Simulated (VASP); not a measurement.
# Hg (P6_3/mmc) in VASP: single point with PBE

Aim: the single point of Hg with PBE.

Everything below comes from runs of VASP 6.6.1. Logs are shortened: lines on timing, memory, paths and dates and some standing lists are left out, and cuts for length are marked.

## (1) The cell of the first run

It takes space group P6_3/mmc (No. 194, hexagonal). The conventional cell has a = 3.598 Å, b = 3.598 Å, c = 5.583 Å, α = 90.00°, β = 90.00°, γ = 120.00°. Within 4.6 Å of Hg (site symmetry -6m2) lie 12 Hg at 3.48 to 3.60 Å.

## (2) Single point, PBE

INCAR reads:

```
SYSTEM = Hg
ALGO     = Normal         ! electronic algorithm
EDIFF    = 1E-6           ! SCF threshold, eV
ENCUT    = 520            ! plane-wave cutoff, eV
GGA      = PE             ! functional
ISIF     = 2              ! what is computed and relaxed
ISMEAR   = -1             ! smearing method
LASPH    = .TRUE.         ! aspherical terms in the spheres
LCHARG   = .TRUE.         ! write CHGCAR
LELF     = .TRUE.         ! ELF
LREAL    = .FALSE.        ! projectors in reciprocal space
LVHAR    = .TRUE.       
LWAVE    = .FALSE.        ! write WAVECAR
NBANDS   = 19             ! bands
NELM     = 100            ! most SCF steps
PREC     = Accurate       ! precision mode
SIGMA    = 0.05           ! smearing width, eV
```

KPOINTS reads:

```
k-points
0
G
  14 14 8
  0 0 0
```

POSCAR reads:

```
Hg
1.0
    3.5976076671      0.0000000000      0.0000000000
   -1.7988038335      3.1156196325      0.0000000000
    0.0000000000      0.0000000000      5.5830455631
Hg
2
Direct
    0.3333333333      0.6666666667      0.2500000000
    0.6666666667      0.3333333333      0.7500000000
```

Potentials or basis: VASP PAW PBE potentials, release 64 (Hg).

The run is started by

```sh
$ cat potpaw_PBE.64/Hg/POTCAR > POTCAR
$ mpirun -np 1 vasp_std > vasp.out
```

OUTCAR:

```text
SYSTEM = Hg
   EDIFF = 1E-6
   ENCUT = 520
   GGA = PE
   ISIF = 2
   ISMEAR = -1
   LASPH = .TRUE.
   LREAL = .FALSE.
   NELM = 100
   PREC = Accurate

 ion  position               nearest neighbor table
   1  0.333  0.667  0.250-   2 3.48   2 3.48   2 3.48   2 3.48   2 3.48   2 3.48
   2  0.667  0.333  0.750-   1 3.48   1 3.48   1 3.48   1 3.48   1 3.48   1 3.48

  LATTYP: Found a hexagonal cell.
 ALAT       =     3.5976076671
 C/A-ratio  =     1.5518772695

  Lattice vectors:

 A1 = (   3.5976076671,   0.0000000000,   0.0000000000)
 A2 = (  -1.7988038335,   3.1156196325,   0.0000000000)
 A3 = (   0.0000000000,   0.0000000000,   5.5830455631)

Analysis of symmetry for initial positions (statically):
=====================================================================
 Subroutine PRICEL returns:
 Original cell was already a primitive cell.

 Routine SETGRP: Setting up the symmetry group for a
 hexagonal supercell.

 Subroutine GETGRP returns: Found 24 space group operations
 (whereof 12 operations were pure point group operations)
 out of a pool of 24 trial point group operations.

The static configuration has the point symmetry D_3d.
 The point group associated with its full space group is D_6h.

Analysis of symmetry for dynamics (positions and initial velocities):
=====================================================================
 Subroutine PRICEL returns:
 Original cell was already a primitive cell.

 Routine SETGRP: Setting up the symmetry group for a
 hexagonal supercell.

 Subroutine GETGRP returns: Found 24 space group operations
 (whereof 12 operations were pure point group operations)
 out of a pool of 24 trial point group operations.

The dynamic configuration has the point symmetry D_3d.
 The point group associated with its full space group is D_6h.

 Subroutine INISYM returns: Found 24 space group operations
 (whereof 12 operations are pure point group operations),
 and found     1 'primitive' translations

----------------------------------------------------------------------------------------

                                     Primitive cell

  volume of cell :      62.5791

  direct lattice vectors                    reciprocal lattice vectors
     3.597607667  0.000000000  0.000000000     0.277962494  0.160481721  0.000000000
    -1.798803834  3.115619633  0.000000000     0.000000000  0.320963442  0.000000000
     0.000000000  0.000000000  5.583045563     0.000000000  0.000000000  0.179113709

  length of vectors
     3.597607667  3.597607667  5.583045563     0.320963442  0.320963442  0.179113709

  position of ions in fractional coordinates (direct lattice)
     0.333333333  0.666666667  0.250000000
     0.666666667  0.333333333  0.750000000

  ion indices of the primitive-cell ions
   primitive index   ion index
                 1           1
                 2           2

----------------------------------------------------------------------------------------

 KPOINTS: k-points

Automatic generation of k-mesh.
 Grid dimensions read from file:
 generate k-points for:   14   14    8

 Generating k-lattice:

  Cartesian coordinates                     Fractional coordinates (reciprocal lattice)
     0.019854464  0.011462980  0.000000000     0.071428571  0.000000000  0.000000000
     0.000000000  0.022925960  0.000000000     0.000000000  0.071428571  0.000000000
     0.000000000  0.000000000  0.022389214     0.000000000  0.000000000  0.125000000

  Length of vectors
     0.022925960  0.022925960  0.022389214

  Shift w.r.t. Gamma in fractional coordinates (k-lattice)
     0.000000000  0.000000000  0.000000000

 Subroutine IBZKPT returns following result:
 ===========================================

 Found    120 irreducible k-points:

 Following reciprocal coordinates:
            Coordinates               Weight
  0.000000  0.000000  0.000000      1.000000
  0.071429  0.000000  0.000000      6.000000
  0.142857 -0.000000  0.000000      6.000000
  0.214286  0.000000  0.000000      6.000000
  0.285714 -0.000000  0.000000      6.000000
  0.357143  0.000000  0.000000      6.000000
[... 16 lines left out ...]
  0.285714  0.285714  0.000000      6.000000
  0.357143  0.285714  0.000000      6.000000
 [... further k-points ...]
   k-points           NKPTS =    120   k-points in BZ     NKDIM =    120   number of bands    NBANDS=     19
   number of dos      NEDOS =    301   number of ions     NIONS =      2
   total plane-waves  NPLWV =  32928
   dimension x,y,z NGX =    28 NGY =   28 NGZ =   42
   dimension x,y,z NGXF=    56 NGYF=   56 NGZF=   84
   ions per type =               2
   NGX,Y,Z   is equivalent  to a cutoff of  12.94, 12.94, 12.51 a.u.
   NGXF,Y,Z  is equivalent  to a cutoff of  25.88, 25.88, 25.01 a.u.
 SYSTEM =  Hg
   PREC   = accura    normal or accurate (medium, high low for compatibility)
   ISTART =      0    job   : 0-new  1-cont  2-samecut
   ICHARG =      2    charge: 1-file 2-atom 10-const
   ISPIN  =      1    spin polarized calculation?
   LNONCOLLINEAR =      F non collinear calculations
   LSORBIT =      F    spin-orbit coupling
   LASPH  =      T    aspherical Exc in radial PAW
   ENCUT  =  520.0 eV  38.22 Ry    6.18 a.u.   6.69  6.69 10.38*2*pi/ulx,y,z
   NELM   =    100;   NELMIN=  2; NELMDL= -5     # of ELM steps
   EDIFF  = 0.1E-05   stopping-criterion for ELM
   LREAL  =      F    real-space projection
[... 7 lines left out ...]
   TEBEG  =    0.0;   TEEND  =   0.0 temperature during run
   PSTRESS=    0.0 pullay stress
   NELECT =      24.0000    total number of electrons
   NUPDOWN=      -1.0000    fix difference up-down
   EMIN   =  10.00;   EMAX   =-10.00  energy-range for DOS
   EFERMI =   0.00;   METHOD = LEGACY
   ISMEAR =    -1;   SIGMA  =   0.05  broadening in eV -4-tet -1-fermi 0-gaus
   EFERMI_NEDOS =   21; number of points for ismear=-14 and -15
   IALGO  =     38    algorithm
   IMIX   =      4    mixing-type and parameters
     AMIX     =   0.40;   BMIX     =  1.00
     AMIX_MAG =   1.60;   BMIX_MAG =  1.00
  volume/ion in A,a.u.               =      31.29       211.15
  Fermi-wavevector in a.u.,A,eV,Ry     =   1.189421  2.247679 19.248452  1.414721
  Thomas-Fermi vector in A             =   2.325528
   LORBIT       =      0    0 simple, 1 ext, 2 COOP (PROOUT), +10 PAW based schemes
   GGA     = PE    functional components
   LHFCALC =     F    Hartree Fock is set to
   AEXX    =    0.0000 exact exchange contribution
   IVDW    =     0    specifies the selected vdW correction
   LEPSILON=     F    determine dielectric tensor
   LRPA    =     F    only Hartree local field effects (RPA)
 non-spin polarized calculation
  energy-cutoff  :      520.00
  volume of cell :       62.58
 maximum number of plane-waves:      1713
 NGX is ok and might be reduce to    28
   NGX = 13   NGY = 13   NGZ = 21

 number of electron      24.0000006 magnetization

 Free energy of the ion-electron system (eV)
  ---------------------------------------------------
  ext. energy  EPLUGINS =         0.00000000
  ---------------------------------------------------
  free energy    TOTEN  =        -0.37775293 eV

  energy without entropy =       -0.37761743  energy(sigma->0) =       -0.37768518

 E-fermi :   0.4353     XC(G=0):  -9.3415

 val. band max:        0.2200325240   @ k =   0.2143   0.2143   0.0000
 cond. band min:       0.5303204047   @ k =   0.0000   0.0000   0.0000
 fundamental gap:      0.3102878807
 Fermi energy:         0.4353116825

 k-point     1 :       0.0000    0.0000    0.0000
  band No.  band energies     occupation
      1      -6.1929      2.00000
      2      -5.8688      2.00000
      3      -5.3781      2.00000
      4      -5.3781      2.00000
      5      -5.3488      2.00000
      6      -5.2952      2.00000
[... 11 lines left out ...]
     18      12.7676      0.00000
     19      13.4138      0.00000

 k-point     2 :       0.0714    0.0000    0.0000
  band No.  band energies     occupation
      1      -6.1101      2.00000
      2      -5.8388      2.00000
      3      -5.4152      2.00000
      4      -5.3525      2.00000
      5      -5.3074      2.00000
      6      -5.2949      2.00000
[... 11 lines left out ...]
     18      13.5070      0.00000
     19      13.9291      0.00000

 k-point     3 :       0.1429   -0.0000    0.0000
  band No.  band energies     occupation
      1      -5.8917      2.00000
      2      -5.7697      2.00000
      3      -5.4410      2.00000
      4      -5.3330      2.00000
      5      -5.3163      2.00000
      6      -5.3038      2.00000
[... 11 lines left out ...]
     18      13.1088      0.00000
     19      13.1450      0.00000

 k-point     4 :       0.2143    0.0000    0.0000
  band No.  band energies     occupation
      1      -5.7333      2.00000
      2      -5.6977      2.00000
      3      -5.4185      2.00000
      4      -5.3802      2.00000
      5      -5.3644      2.00000
      6      -5.2558      2.00000
[... 11 lines left out ...]
     18      12.0139      0.00000
     19      12.7544      0.00000

 k-point     5 :       0.2857   -0.0000    0.0000
  band No.  band energies     occupation
      1      -5.7679      2.00000
      2      -5.6569      2.00000
      3      -5.5253      2.00000
      4      -5.4135      2.00000
      5      -5.2898      2.00000
      6      -5.1434      2.00000
[... 11 lines left out ...]
     18      11.4839      0.00000
     19      12.1597      0.00000
[... 334 lines left out ...]
      2      -5.6432      2.00000
      3      -5.5678      2.00000
      4      -5.4304      2.00000
      5      -5.2168      2.00000
      6      -5.2121      2.00000
[... 11 lines left out ...]
     18       8.1575      0.00000
     19      10.4769      0.00000

 k-point    22 :       0.3571    0.2143    0.0000
  band No.  band energies     occupation
      1      -5.7621      2.00000
      2      -5.6589      2.00000
      3      -5.5500      2.00000
      4      -5.4217      2.00000
      5      -5.2511      2.00000
      6      -5.1921      2.00000
[... 11 lines left out ...]
     18       7.7999      0.00000
     19      10.2456      0.00000

 k-point    23 :       0.2857    0.2857    0.0000
  band No.  band energies     occupation
      1      -5.7681      2.00000
      2      -5.5639      2.00000
      3      -5.5502      2.00000
      4      -5.4004      2.00000
      5      -5.2716      2.00000
      6      -5.2570      2.00000
[... 11 lines left out ...]
     18       7.3601      0.00000
     19       9.8732      0.00000

 k-point    24 :       0.3571    0.2857    0.0000
  band No.  band energies     occupation
      1      -5.7833      2.00000
      2      -5.5533      2.00000
      3      -5.5159      2.00000
      4      -5.3744      2.00000
      5      -5.3064      2.00000
      6      -5.2869      2.00000
[... 11 lines left out ...]
     18       6.7328      0.00000
     19       9.6789      0.00000

 [... further k-points ...]
[... 5 lines left out ...]
  --------------------------------------------------------------------------------------
  -------------------------------------------------------------------------------------
  Total        0.0071897      0.0071897      0.0191636      0.0000000      0.0000000      0.0000000
  in kB        0.1840731      0.1840731      0.4906336      0.0000000      0.0000000      0.0000000
  external PRESSURE =       0.2862600 kB  Pullay stress =       0.0000000 kB

 VOLUME and BASIS-vectors are now :
 -----------------------------------------------------------------------------
  energy-cutoff  :      520.00
  volume of cell :       62.58
      direct lattice vectors                 reciprocal lattice vectors
     3.597607667  0.000000000  0.000000000     0.277962494  0.160481721  0.000000000
    -1.798803834  3.115619633  0.000000000     0.000000000  0.320963442  0.000000000
     0.000000000  0.000000000  5.583045563     0.000000000  0.000000000  0.179113709

 POSITION                                       TOTAL-FORCE (eV/Angst)
 -----------------------------------------------------------------------------------
     -0.00000      2.07708      1.39576         0.000000     -0.000000      0.000000
      1.79880      1.03854      4.18728        -0.000000      0.000000      0.000000
 -----------------------------------------------------------------------------------
    total drift:                               -0.000000      0.000000     -0.000000

  FREE ENERGIE OF THE ION-ELECTRON SYSTEM (eV)
  ---------------------------------------------------
  free  energy   TOTEN  =        -0.3777529306 eV

  energy  without entropy=       -0.3776174332  energy(sigma->0) =       -0.37768518
```

It took 81 s on 1 thread of Intel Xeon 6975P-C, shared host; peak memory 0.25 GiB.

What came out:

```
Free energy            : -0.3778 eV
Pressure               : 0.0 GPa
Band gap on the k mesh : 0.31 eV (least direct gap 1.27 eV)
```

Caveat: spin-orbit coupling is left out, which moves the levels of the heavy elements.
